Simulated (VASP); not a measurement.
# Au (Im-3m) in VASP: a series of runs, part 2 of 2

VASP 6.6.1. The steps go on from the part before.

### Step 4. Single point, r2SCAN

This run uses another cell than the first one, of 17.58 Å³/atom, 0.926 times its volume.

Input file POSCAR:

```
Au
1.0
   -1.6381263408      1.6381263408      1.6381263408
    1.6381263408     -1.6381263408      1.6381263408
    1.6381263408      1.6381263408     -1.6381263408
Au
1
Direct
    0.0000000000      0.0000000000      0.0000000000
```

Input file INCAR.step1:

```
PREC     = Accurate       # precision mode
ENCUT    = 550            # plane-wave cutoff, eV
ISMEAR   = -1             # smearing method
SIGMA    = 0.1            # smearing width, eV
LREAL    = F              # projectors in reciprocal space
LASPH    = T              # aspherical terms in the spheres
NELM     = 120            # most SCF steps
NBANDS   = 12             # bands
GGA      = PE             # functional
ALGO     = Normal         # electronic algorithm
EDIFF    = 1E-5           # SCF threshold, eV
LWAVE    = T              # write WAVECAR
LCHARG   = F              # write CHGCAR
GGA_COMPAT= F
```

Input file INCAR.step2:

```
PREC     = Accurate       # precision mode
ENCUT    = 550            # plane-wave cutoff, eV
EDIFF    = 1E-6           # SCF threshold, eV
ISMEAR   = -1             # smearing method
SIGMA    = 0.1            # smearing width, eV
LREAL    = F              # projectors in reciprocal space
LASPH    = T              # aspherical terms in the spheres
NELM     = 120            # most SCF steps
ALGO     = Normal         # electronic algorithm
ISIF     = 2              # what is computed and relaxed
LWAVE    = F              # write WAVECAR
LCHARG   = T              # write CHGCAR
METAGGA  = R2SCAN         # meta-GGA
LMIXTAU  = T            
LELF     = T              # ELF
LVHAR    = T            
NBANDS   = 12             # bands
ISTART   = 1            
GGA_COMPAT= F
```

Input file KPOINTS:

```
regular mesh
0
Gamma
  22 22 22
```

Potentials or basis: VASP PAW PBE potentials, release 64 (Au).

The run is started by

```
$ cat potpaw_PBE.64/Au/POTCAR > POTCAR
$ cp INCAR.step1 INCAR
$ mpirun -np 1 vasp_std > vasp.out
$ cp INCAR.step2 INCAR
$ mpirun -np 1 vasp_std > vasp.out
```

OUTCAR:

```text
PREC = Accurate
   ENCUT = 550
   EDIFF = 1E-6
   ISMEAR = -1
   LREAL = F
   LASPH = T
   NELM = 120
   ISIF = 2
   METAGGA = R2SCAN
   ISTART = 1

 ion  position               nearest neighbor table
   1  0.000  0.000  0.000-

  LATTYP: Found a body centered cubic cell.
 ALAT       =     3.2762526816

  Lattice vectors:

 A1 = (  -1.6381263408,   1.6381263408,   1.6381263408)
 A2 = (   1.6381263408,  -1.6381263408,   1.6381263408)
 A3 = (   1.6381263408,   1.6381263408,  -1.6381263408)

Analysis of symmetry for initial positions (statically):
=====================================================================
 Subroutine PRICEL returns:
 Original cell was already a primitive cell.

 Routine SETGRP: Setting up the symmetry group for a
 body centered cubic supercell.

 Subroutine GETGRP returns: Found 48 space group operations
[... 9 lines left out ...]

 Routine SETGRP: Setting up the symmetry group for a
 body centered cubic supercell.

 Subroutine GETGRP returns: Found 48 space group operations
[... 11 lines left out ...]
                                     Primitive cell

  volume of cell :      17.5834

  direct lattice vectors                    reciprocal lattice vectors
    -1.638126341  1.638126341  1.638126341     0.000000000  0.305226763  0.305226763
     1.638126341 -1.638126341  1.638126341     0.305226763  0.000000000  0.305226763
     1.638126341  1.638126341 -1.638126341     0.305226763  0.305226763  0.000000000

  length of vectors
     2.837318051  2.837318051  2.837318051     0.431655827  0.431655827  0.431655827

  position of ions in fractional coordinates (direct lattice)
     0.000000000  0.000000000  0.000000000

  ion indices of the primitive-cell ions
   primitive index   ion index
                 1           1

----------------------------------------------------------------------------------------

 KPOINTS: regular mesh

Automatic generation of k-mesh.
 Grid dimensions read from file:
 generate k-points for:   22   22   22

 Generating k-lattice:

  Cartesian coordinates                     Fractional coordinates (reciprocal lattice)
     0.000000000  0.013873944  0.013873944     0.045454545  0.000000000  0.000000000
     0.013873944  0.000000000  0.013873944     0.000000000  0.045454545  0.000000000
     0.013873944  0.013873944  0.000000000     0.000000000  0.000000000  0.045454545

  Length of vectors
     0.019620719  0.019620719  0.019620719

  Shift w.r.t. Gamma in fractional coordinates (k-lattice)
     0.000000000  0.000000000  0.000000000

 Subroutine IBZKPT returns following result:
 ===========================================

 Found    328 irreducible k-points:

 Following reciprocal coordinates:
            Coordinates               Weight
  0.000000  0.000000  0.000000      1.000000
  0.045455  0.000000  0.000000     12.000000
  0.090909  0.000000  0.000000     12.000000
  0.136364  0.000000  0.000000     12.000000
  0.181818  0.000000  0.000000     12.000000
  0.227273  0.000000  0.000000     12.000000
[... 16 lines left out ...]
  0.090909  0.090909  0.000000     24.000000
  0.136364  0.090909 -0.000000     48.000000
 [... further k-points ...]
   k-points           NKPTS =    328   k-points in BZ     NKDIM =    328   number of bands    NBANDS=     12
   number of dos      NEDOS =    301   number of ions     NIONS =      1
   total plane-waves  NPLWV =  13824
   dimension x,y,z NGX =    24 NGY =   24 NGZ =   24
   dimension x,y,z NGXF=    48 NGYF=   48 NGZF=   48
   ions per type =               1
   NGX,Y,Z   is equivalent  to a cutoff of  14.06, 14.06, 14.06 a.u.
   NGXF,Y,Z  is equivalent  to a cutoff of  28.12, 28.12, 28.12 a.u.
 SYSTEM =  unknown system
   PREC   = accura    normal or accurate (medium, high low for compatibility)
   ISTART =      1    job   : 0-new  1-cont  2-samecut
   ICHARG =      0    charge: 1-file 2-atom 10-const
   ISPIN  =      1    spin polarized calculation?
   LNONCOLLINEAR =      F non collinear calculations
   LSORBIT =      F    spin-orbit coupling
   LASPH  =      T    aspherical Exc in radial PAW
   ENCUT  =  550.0 eV  40.42 Ry    6.36 a.u.   5.43  5.43  5.43*2*pi/ulx,y,z
   NELM   =    120;   NELMIN=  2; NELMDL=  0     # of ELM steps
   EDIFF  = 0.1E-05   stopping-criterion for ELM
   LREAL  =      F    real-space projection
   EDIFFG = 0.1E-04   stopping-criterion for IOM
   NSW    =      0    number of steps for IOM
   IBRION =     -1    ionic relax: 0-MD 1-quasi-New 2-CG
   NFREE  =      0    steps in history (QN), initial steepest desc. (CG)
   ISIF   =      2    stress and relaxation
   ISYM   =      2    0-nonsym 1-usesym 2-fastsym
   POTIM  = 0.5000    time-step for ionic-motion
   TEBEG  =    0.0;   TEEND  =   0.0 temperature during run
   PSTRESS=    0.0 pullay stress
   NELECT =      11.0000    total number of electrons
   NUPDOWN=      -1.0000    fix difference up-down
   EMIN   =  10.00;   EMAX   =-10.00  energy-range for DOS
   EFERMI =   0.00;   METHOD = LEGACY
   ISMEAR =    -1;   SIGMA  =   0.10  broadening in eV -4-tet -1-fermi 0-gaus
   EFERMI_NEDOS =   21; number of points for ismear=-14 and -15
   IALGO  =     38    algorithm
   IMIX   =      4    mixing-type and parameters
     AMIX     =   0.40;   BMIX     =  1.00
     AMIX_MAG =   1.60;   BMIX_MAG =  1.00
  volume/ion in A,a.u.               =      17.58       118.66
  Fermi-wavevector in a.u.,A,eV,Ry     =   1.400141  2.645882 26.672778  1.960394
  Thomas-Fermi vector in A             =   2.523131
   LORBIT       =      0    0 simple, 1 ext, 2 COOP (PROOUT), +10 PAW based schemes
   METAGGA = R2SCAN    functional components
   LHFCALC =     F    Hartree Fock is set to
   AEXX    =    0.0000 exact exchange contribution
   IVDW    =     0    specifies the selected vdW correction
   LEPSILON=     F    determine dielectric tensor
   LRPA    =     F    only Hartree local field effects (RPA)
 non-spin polarized calculation
  energy-cutoff  :      550.00
  volume of cell :       17.58
 maximum number of plane-waves:       535
 NGX is ok and might be reduce to    24
   NGX = 11   NGY = 11   NGZ = 11

 number of electron      11.0000001 magnetization

 Free energy of the ion-electron system (eV)
  ---------------------------------------------------
  ext. energy  EPLUGINS =         0.00000000
  ---------------------------------------------------
  free energy    TOTEN  =       -50.57902789 eV

  energy without entropy =      -50.57060523  energy(sigma->0) =      -50.57481656

 E-fermi :   8.8636     XC(G=0): -13.4028

 val. band max:        8.8154326705   @ k =  -0.4091   0.4091   0.1818
 cond. band min:       8.9546613073   @ k =   0.4091   0.0909  -0.0000
 fundamental gap:      0.1392286368
 Fermi energy:         8.8635608219

 k-point     1 :       0.0000    0.0000    0.0000
  band No.  band energies     occupation
      1      -0.9183      2.00000
      2       3.8480      2.00000
      3       3.8480      2.00000
      4       3.8480      2.00000
      5       5.7325      2.00000
      6       5.7325      2.00000
      7      26.2376      0.00000
      8      26.2376      0.00000
      9      26.2376      0.00000
     10      33.5189      0.00000
     11      33.5189      0.00000
     12      33.5189      0.00000

 k-point     2 :       0.0455    0.0000    0.0000
  band No.  band energies     occupation
      1      -0.8409      2.00000
      2       3.8243      2.00000
      3       3.8510      2.00000
      4       3.9018      2.00000
      5       5.7036      2.00000
      6       5.7340      2.00000
      7      26.2233      0.00000
      8      26.2580      0.00000
      9      26.3332      0.00000
     10      32.5078      0.00000
     11      32.5764      0.00000
     12      33.2288      0.00000

 k-point     3 :       0.0909    0.0000    0.0000
  band No.  band energies     occupation
      1      -0.6129      2.00000
      2       3.7556      2.00000
      3       3.8586      2.00000
      4       4.0610      2.00000
      5       5.6273      2.00000
      6       5.7387      2.00000
      7      26.0829      0.00000
      8      26.2692      0.00000
      9      26.6143      0.00000
     10      31.0672      0.00000
     11      31.3410      0.00000
     12      32.4298      0.00000
[... 286 lines left out ...]
 k-point    23 :       0.0909    0.0909    0.0000
  band No.  band energies     occupation
      1      -0.0343      2.00000
      2       3.6598      2.00000
      3       3.7569      2.00000
      4       4.5221      2.00000
      5       5.4646      2.00000
      6       5.7750      2.00000
      7      25.4333      0.00000
      8      25.7637      0.00000
      9      27.0124      0.00000
     10      28.5924      0.00000
     11      30.5104      0.00000
     12      31.9348      0.00000

 k-point    24 :       0.1364    0.0909   -0.0000
  band No.  band energies     occupation
      1       0.4294      2.00000
      2       3.5495      2.00000
      3       3.7279      2.00000
      4       4.9052      2.00000
      5       5.3832      2.00000
      6       5.8072      2.00000
      7      24.2267      0.00000
      8      24.9994      0.00000
      9      27.3556      0.00000
     10      27.6676      0.00000
     11      30.5536      0.00000
     12      32.0083      0.00000

 [... further k-points ...]
[... 5 lines left out ...]
  --------------------------------------------------------------------------------------
  -------------------------------------------------------------------------------------
  Total        0.0468977      0.0468977      0.0468977      0.0000000      0.0000000     -0.0000000
  in kB        4.2732629      4.2732629      4.2732629      0.0000000      0.0000000     -0.0000000
  external PRESSURE =       4.2732629 kB  Pullay stress =       0.0000000 kB

 VOLUME and BASIS-vectors are now :
 -----------------------------------------------------------------------------
  energy-cutoff  :      550.00
  volume of cell :       17.58
      direct lattice vectors                 reciprocal lattice vectors
    -1.638126341  1.638126341  1.638126341     0.000000000  0.305226763  0.305226763
     1.638126341 -1.638126341  1.638126341     0.305226763  0.000000000  0.305226763
     1.638126341  1.638126341 -1.638126341     0.305226763  0.305226763  0.000000000

 POSITION                                       TOTAL-FORCE (eV/Angst)
 -----------------------------------------------------------------------------------
      0.00000      0.00000      0.00000        -0.000000     -0.000000     -0.000000
 -----------------------------------------------------------------------------------
    total drift:                                0.000000      0.000000     -0.000000

  FREE ENERGIE OF THE ION-ELECTRON SYSTEM (eV)
  ---------------------------------------------------
  free  energy   TOTEN  =       -50.5790278947 eV

  energy  without entropy=      -50.5706052261  energy(sigma->0) =      -50.57481656
```

Wall time 2.2 min (1 thread of Intel Xeon Platinum 8488C (Sapphire Rapids), shared host); peak memory 0.2 GiB.

What came out:

```yaml
Free_energy: -50.5790 eV
Pressure: 0.4 GPa
```

Caveat: the PAW data sets were made with another functional, which shifts forces and pressure a little; spin-orbit coupling is left out, which moves the levels of the heavy elements.

### Step 5. Overview

```tsv
cell	k mesh	gap on the mesh (eV)	pressure (GPa)
a = 2.911 Å, angles 109.5°, 1 atom	15 × 15 × 15	none	-8.8
a = 2.947 Å, angles 109.5°, 1 atom	15 × 15 × 15	none	-11.9
a = 2.837 Å, angles 109.5°, 1 atom	22 × 22 × 22	none	0.4
```

Alike in all rows: task single point; level r2SCAN; potentials or basis VASP PAW PBE potentials, release 64 (Au); no spin polarisation; cutoff (eV) 550; smearing fermi-dirac 0.1 eV.

Caveats: the PAW data sets were made with another functional, which shifts forces and pressure a little; spin-orbit coupling is left out, which moves the levels of the heavy elements.

Absolute energies hang on the potentials; compare differences alone.
